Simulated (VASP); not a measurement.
Write the native input for VASP 6.6.1 that does the following.

* Task: relaxation of cell and atoms
* Functional: PBE
* Potentials or basis: VASP PAW PBE potentials, release 64 (Ge_d)
* Cutoff: 600 eV
* k mesh: 20 × 20 × 19
* Occupations: fermi-dirac, width 0.1 eV
* Spin: no spin polarisation
* Target pressure: 390 GPa
* Dipole correction: no
* Further INCAR settings: ALGO = Normal; EDIFF = 1e-06; IBRION = 2; EDIFFG = -0.005; NSW = 60; ISIF = 3

The structure of Ge lies in POSCAR:

```
Ge
1.0
    2.1594970209      0.0000000000      0.0000000000
   -1.0797485105      1.8701792795      0.0000000000
    0.0000000000      0.0000000000      2.0299271997
Ge
1
Direct
    0.0000000000      0.0000000000      0.0000000000
```

These files were run (other wordings do the same):

INCAR

```
PREC = Accurate
ENCUT = 600
EDIFF = 1E-6
ISMEAR = -1
SIGMA = 0.1
LREAL = F
LASPH = T
NELM = 100
ALGO = Normal
ISIF = 3
LWAVE = F
LCHARG = F
GGA = PE
IBRION = 2
NSW = 60
EDIFFG = -0.005
PSTRESS = 3900.0
```

KPOINTS

```
Automatic mesh
0
Gamma
  20 20 19
```

Potentials or basis: VASP PAW PBE potentials, release 64 (Ge_d).

Run with:

```bash
$ cat potpaw_PBE.64/Ge_d/POTCAR > POTCAR
$ mpirun -np 1 vasp_std > vasp.out
```

It gave:

| Quantity | Value |
| --- | --- |
| Relaxed volume | 8.36 Å³/atom |
| Relaxed cell | a = 2.175 Å, b = 2.175 Å, c = 2.041 Å, α = 90.00°, β = 90.00°, γ = 120.00° |
| Space group after relaxing (to 0.05 Å) | P6/mmm (No. 191) |
| Energy change on relaxing (the enthalpy is what falls) | -399.3 meV/atom |
| Ionic steps | 11 |
| Pressure after relaxing | 390.0 GPa |
| Band gap on the k mesh | zero (band 7 reaches 31.92 eV, above the bottom of band 8 at 13.41 eV) |

Caveat: the cell is relaxed towards a set pressure, so the enthalpy falls and the energy may rise.

Run time: 3.4 min on 1 thread of Intel(R) Xeon(R) Platinum 8488C (Sapphire Rapids), with other jobs on the host, peak memory 0.17 GiB.
